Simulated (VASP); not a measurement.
# TmCr (Fm-3m) in VASP: single point with r2SCAN

Aim: the single point of TmCr with r2SCAN.

Program: VASP 6.6.1. These are calculated values, not measurements. Logs are shortened: lines on timing, memory, paths and dates and some standing lists are left out, and cuts for length are marked.

### 1 The cell of the first run

The structure is cubic, space group Fm-3m (No. 225). The conventional cell has a = 5.153 Å, b = 5.153 Å, c = 5.153 Å, α = 90.00°, β = 90.00°, γ = 90.00°. Within 3.4 Å of Cr (site symmetry m-3m) lie 6 Tm at 2.58 Å. Within 3.4 Å of Tm (site symmetry m-3m) lie 6 Cr at 2.58 Å.

### 2 Single point, r2SCAN, collinear spin, ferromagnetic start

The input, POSCAR:

```
TmCr
1.0
    0.0000000000      2.5764223800      2.5764223800
    2.5764223800      0.0000000000      2.5764223800
    2.5764223800      2.5764223800      0.0000000000
Cr Tm
1 1
Direct
    0.0000000000      0.0000000000      0.0000000000
    0.5000000000      0.5000000000      0.5000000000
```

The input, INCAR.step1:

```
PREC = Accurate
ENCUT = 520
ISMEAR = -1
SIGMA = 0.1
LREAL = False
LASPH = True
NELM = 150
ISPIN = 2
MAGMOM = 3.3 1.7
LMAXMIX = 6
NBANDS = 28
GGA = PE
ALGO = Normal
EDIFF = 1E-4
LWAVE = True
LCHARG = False
```

The input, INCAR.step2:

```
PREC = Accurate
ENCUT = 520
EDIFF = 1E-6
ISMEAR = -1
SIGMA = 0.1
LREAL = False
LASPH = True
NELM = 150
ALGO = Normal
ISIF = 2
LWAVE = False
LCHARG = False
ISPIN = 2
MAGMOM = 3.3 1.7
LORBIT = 11
LMAXMIX = 6
METAGGA = R2SCAN
LMIXTAU = True
NBANDS = 28
ISTART = 1
```

The input, KPOINTS:

```
Automatic mesh
0
Gamma
  6 6 6
```

Potentials or basis: VASP PAW PBE potentials, release 64 (Cr_pv, Tm).

The run is started by

```bash
$ cat potpaw_PBE.64/Cr_pv/POTCAR potpaw_PBE.64/Tm/POTCAR > POTCAR
$ cp INCAR.step1 INCAR
$ mpirun -np 1 vasp_std > vasp.out
$ cp INCAR.step2 INCAR
$ mpirun -np 1 vasp_std > vasp.out
```

OUTCAR:

```text
PREC = Accurate
   ENCUT = 520
   EDIFF = 1E-6
   ISMEAR = -1
   LREAL = False
   LASPH = True
   NELM = 150
   ISIF = 2
   ISPIN = 2
   LORBIT = 11
   METAGGA = R2SCAN
   ISTART = 1

 ion  position               nearest neighbor table
   1  0.000  0.000  0.000-   2 2.58   2 2.58   2 2.58   2 2.58   2 2.58   2 2.58
   2  0.500  0.500  0.500-   1 2.58   1 2.58   1 2.58   1 2.58   1 2.58   1 2.58

  LATTYP: Found a face centered cubic cell.
 ALAT       =     5.1528447600

  Lattice vectors:

 A1 = (   0.0000000000,   2.5764223800,   2.5764223800)
 A2 = (   2.5764223800,   0.0000000000,   2.5764223800)
 A3 = (   2.5764223800,   2.5764223800,   0.0000000000)

Analysis of symmetry for initial positions (statically):
=====================================================================
 Subroutine PRICEL returns:
 Original cell was already a primitive cell.

 Routine SETGRP: Setting up the symmetry group for a
 face centered cubic supercell.

 Subroutine GETGRP returns: Found 48 space group operations
 (whereof 48 operations were pure point group operations)
 out of a pool of 48 trial point group operations.

The static configuration has the point symmetry O_h .

Analysis of symmetry for dynamics (positions and initial velocities):
=====================================================================
 Subroutine PRICEL returns:
 Original cell was already a primitive cell.

 Routine SETGRP: Setting up the symmetry group for a
 face centered cubic supercell.

 Subroutine GETGRP returns: Found 48 space group operations
 (whereof 48 operations were pure point group operations)
 out of a pool of 48 trial point group operations.

The dynamic configuration has the point symmetry O_h .

Analysis of structural, dynamic, and magnetic symmetry:
=====================================================================
 Subroutine PRICEL returns:
 Original cell was already a primitive cell.

 Routine SETGRP: Setting up the symmetry group for a
 face centered cubic supercell.

 Subroutine GETGRP returns: Found 48 space group operations
 (whereof 48 operations were pure point group operations)
 out of a pool of 48 trial point group operations.

The overall configuration has the point symmetry O_h .

 Subroutine INISYM returns: Found 48 space group operations
 (whereof 48 operations are pure point group operations),
 and found     1 'primitive' translations

----------------------------------------------------------------------------------------

                                     Primitive cell

  volume of cell :      34.2043

  direct lattice vectors                    reciprocal lattice vectors
     0.000000000  2.576422380  2.576422380    -0.194067558  0.194067558  0.194067558
     2.576422380  0.000000000  2.576422380     0.194067558 -0.194067558  0.194067558
     2.576422380  2.576422380  0.000000000     0.194067558  0.194067558 -0.194067558

  length of vectors
     3.643611472  3.643611472  3.643611472     0.336134871  0.336134871  0.336134871

  position of ions in fractional coordinates (direct lattice)
     0.000000000  0.000000000  0.000000000
     0.500000000  0.500000000  0.500000000

  ion indices of the primitive-cell ions
   primitive index   ion index
                 1           1
                 2           2

----------------------------------------------------------------------------------------

 KPOINTS: Automatic mesh

Automatic generation of k-mesh.
 Grid dimensions read from file:
 generate k-points for:    6    6    6

 Generating k-lattice:

  Cartesian coordinates                     Fractional coordinates (reciprocal lattice)
    -0.032344593  0.032344593  0.032344593     0.166666667  0.000000000  0.000000000
     0.032344593 -0.032344593  0.032344593     0.000000000  0.166666667  0.000000000
     0.032344593  0.032344593 -0.032344593     0.000000000  0.000000000  0.166666667

  Length of vectors
     0.056022478  0.056022478  0.056022478

  Shift w.r.t. Gamma in fractional coordinates (k-lattice)
     0.000000000  0.000000000  0.000000000

 Subroutine IBZKPT returns following result:
 ===========================================

 Found     16 irreducible k-points:

 Following reciprocal coordinates:
            Coordinates               Weight
  0.000000  0.000000  0.000000      1.000000
  0.166667  0.000000  0.000000      8.000000
  0.333333  0.000000  0.000000      8.000000
  0.500000  0.000000  0.000000      4.000000
  0.166667  0.166667  0.000000      6.000000
  0.333333  0.166667  0.000000     24.000000
[... 8 lines left out ...]
 -0.333333  0.333333  0.166667     24.000000
 -0.333333  0.500000  0.166667     12.000000
   k-points           NKPTS =     16   k-points in BZ     NKDIM =     16   number of bands    NBANDS=     28
   number of dos      NEDOS =    301   number of ions     NIONS =      2
   total plane-waves  NPLWV =  21952
   dimension x,y,z NGX =    28 NGY =   28 NGZ =   28
   dimension x,y,z NGXF=    56 NGYF=   56 NGZF=   56
   ions per type =               1   1
   NGX,Y,Z   is equivalent  to a cutoff of  12.78, 12.78, 12.78 a.u.
   NGXF,Y,Z  is equivalent  to a cutoff of  25.55, 25.55, 25.55 a.u.
 SYSTEM =  unknown system
   PREC   = accura    normal or accurate (medium, high low for compatibility)
   ISTART =      1    job   : 0-new  1-cont  2-samecut
   ICHARG =      0    charge: 1-file 2-atom 10-const
   ISPIN  =      2    spin polarized calculation?
   LNONCOLLINEAR =      F non collinear calculations
   LSORBIT =      F    spin-orbit coupling
   LASPH  =      T    aspherical Exc in radial PAW
   ENCUT  =  520.0 eV  38.22 Ry    6.18 a.u.   6.77  6.77  6.77*2*pi/ulx,y,z
   NELM   =    150;   NELMIN=  2; NELMDL=  0     # of ELM steps
   EDIFF  = 0.1E-05   stopping-criterion for ELM
   LREAL  =      F    real-space projection
   EDIFFG = 0.1E-04   stopping-criterion for IOM
   NSW    =      0    number of steps for IOM
   IBRION =     -1    ionic relax: 0-MD 1-quasi-New 2-CG
   NFREE  =      0    steps in history (QN), initial steepest desc. (CG)
   ISIF   =      2    stress and relaxation
   ISYM   =      2    0-nonsym 1-usesym 2-fastsym
   POTIM  = 0.5000    time-step for ionic-motion
   TEBEG  =    0.0;   TEEND  =   0.0 temperature during run
   PSTRESS=    0.0 pullay stress
   NELECT =      35.0000    total number of electrons
   NUPDOWN=      -1.0000    fix difference up-down
   EMIN   =  10.00;   EMAX   =-10.00  energy-range for DOS
   EFERMI =   0.00;   METHOD = LEGACY
   ISMEAR =    -1;   SIGMA  =   0.10  broadening in eV -4-tet -1-fermi 0-gaus
   EFERMI_NEDOS =   21; number of points for ismear=-14 and -15
   IALGO  =     38    algorithm
   IMIX   =      4    mixing-type and parameters
     AMIX     =   0.40;   BMIX     =  1.00
     AMIX_MAG =   1.60;   BMIX_MAG =  1.00
  volume/ion in A,a.u.               =      17.10       115.41
  Fermi-wavevector in a.u.,A,eV,Ry     =   1.649695  3.117472 37.028190  2.721495
  Thomas-Fermi vector in A             =   2.738771
   LORBIT       =     11    0 simple, 1 ext, 2 COOP (PROOUT), +10 PAW based schemes
   METAGGA = R2SCAN    functional components
   LHFCALC =     F    Hartree Fock is set to
   AEXX    =    0.0000 exact exchange contribution
   IVDW    =     0    specifies the selected vdW correction
   LEPSILON=     F    determine dielectric tensor
   LRPA    =     F    only Hartree local field effects (RPA)
 spin polarized calculation
  energy-cutoff  :      520.00
  volume of cell :       34.20
 maximum number of plane-waves:       941
   NGX = 13   NGY = 13   NGZ = 13

 number of electron      35.0000003 magnetization       5.1692106

 Free energy of the ion-electron system (eV)
  ---------------------------------------------------
  ext. energy  EPLUGINS =         0.00000000
  ---------------------------------------------------
  free energy    TOTEN  =       -47.58103927 eV

  energy without entropy =      -47.40907396  energy(sigma->0) =      -47.49505662

 E-fermi :   6.0124     XC(G=0): -13.2776

 val. band max:        6.0053798173   @ k =  -0.3333   0.5000   0.1667
 cond. band min:       6.0445159542   @ k =   0.3333   0.3333   0.0000
 fundamental gap:      0.0391361369
 Fermi energy:         6.0124112873

 spin component 1

 k-point     1 :       0.0000    0.0000    0.0000
  band No.  band energies     occupation
      1     -46.4703      1.00000
      2     -39.7466      1.00000
      3     -39.7466      1.00000
      4     -39.7465      1.00000
      5     -18.8227      1.00000
      6     -18.8226      1.00000
[... 20 lines left out ...]
     27      15.2644      0.00000
     28      17.2926      0.00000
[... 435 lines left out ...]
 k-point    16 :      -0.3333    0.5000    0.1667
  band No.  band energies     occupation
      1     -46.4416      1.00000
      2     -39.7706      1.00000
      3     -39.7624      1.00000
      4     -39.7465      1.00000
      5     -19.1618      1.00000
      6     -19.0408      1.00000
[... 20 lines left out ...]
     27      13.3285      0.00000
     28      15.2799      0.00000
 Fermi energy:         6.0124112873

 spin component 2

 k-point     1 :       0.0000    0.0000    0.0000
  band No.  band energies     occupation
      1     -45.5383      1.00000
      2     -35.5436      1.00000
      3     -35.5436      1.00000
      4     -35.5434      1.00000
      5     -18.1309      1.00000
      6     -18.1308      1.00000
[... 20 lines left out ...]
     27      15.7490      0.00000
     28      19.4966      0.00000
[... 435 lines left out ...]
 k-point    16 :      -0.3333    0.5000    0.1667
  band No.  band energies     occupation
      1     -45.5014      1.00000
      2     -35.5782      1.00000
      3     -35.5660      1.00000
      4     -35.5475      1.00000
      5     -18.5182      1.00000
      6     -18.3753      1.00000
[... 20 lines left out ...]
     27      14.0929      0.00000
     28      17.0090      0.00000

------------------------ aborting loop because EDIFF is reached ----------------------------------------

  FORCE on cell =-STRESS in cart. coord.  units (eV):
  Direction    XX          YY          ZZ          XY          YZ          ZX
  --------------------------------------------------------------------------------------
  -------------------------------------------------------------------------------------
  Total        6.6191243      6.6191243      6.6191243      0.0000000     -0.0000000      0.0000000
  in kB      310.0487156    310.0487156    310.0487156      0.0000000     -0.0000000      0.0000000
  external PRESSURE =     310.0487156 kB  Pullay stress =       0.0000000 kB

 VOLUME and BASIS-vectors are now :
 -----------------------------------------------------------------------------
  energy-cutoff  :      520.00
  volume of cell :       34.20
      direct lattice vectors                 reciprocal lattice vectors
     0.000000000  2.576422380  2.576422380    -0.194067558  0.194067558  0.194067558
     2.576422380  0.000000000  2.576422380     0.194067558 -0.194067558  0.194067558
     2.576422380  2.576422380  0.000000000     0.194067558  0.194067558 -0.194067558

 POSITION                                       TOTAL-FORCE (eV/Angst)
 -----------------------------------------------------------------------------------
      0.00000      0.00000      0.00000         0.000000     -0.000000     -0.000000
      2.57642      2.57642      2.57642        -0.000000      0.000000      0.000000
 -----------------------------------------------------------------------------------
    total drift:                                0.000000      0.000000      0.000000

  FREE ENERGIE OF THE ION-ELECTRON SYSTEM (eV)
  ---------------------------------------------------
  free  energy   TOTEN  =       -47.5810392707 eV

  energy  without entropy=      -47.4090739632  energy(sigma->0) =      -47.49505662

 total charge

# of ion       s       p       d       f       tot
--------------------------------------------------
    1        0.666   6.152   4.441   0.000  11.259
    2        2.238   6.024   0.790  12.314  21.365
--------------------------------------------------
tot          2.904  12.176   5.231  12.314  32.625

 magnetization (x)

# of ion       s       p       d       f       tot
--------------------------------------------------
    1        0.186   0.020   3.237   0.000   3.443
    2        0.018  -0.000   0.122   1.596   1.736
--------------------------------------------------
tot          0.204   0.020   3.359   1.596   5.179
```

Run time: 4.3 min. Hardware: 1 thread of Intel Xeon Platinum 8259CL at 2.50GHz (Skylake/Cascade Lake), shared host; peak memory 0.21 GiB.

Results:

* Free energy: -47.5810 eV
* Pressure: 31.0 GPa
* Net moment: 5.17 μB per cell
* Site moments: Cr +3.44; Tm +1.74 μB
* Valence electrons inside the program's atomic spheres: Cr 11.26; Tm 21.36

Caveat: the magnetic or orbital state may not be the lowest; the cell stands under pressure; the PAW data sets were made with another functional, which shifts forces and pressure a little; spin-orbit coupling is left out, which moves the levels of the heavy elements; semilocal functionals describe open f shells poorly, which spoils levels, moments and volumes. The state reached can hang on the start; a lower one may exist.
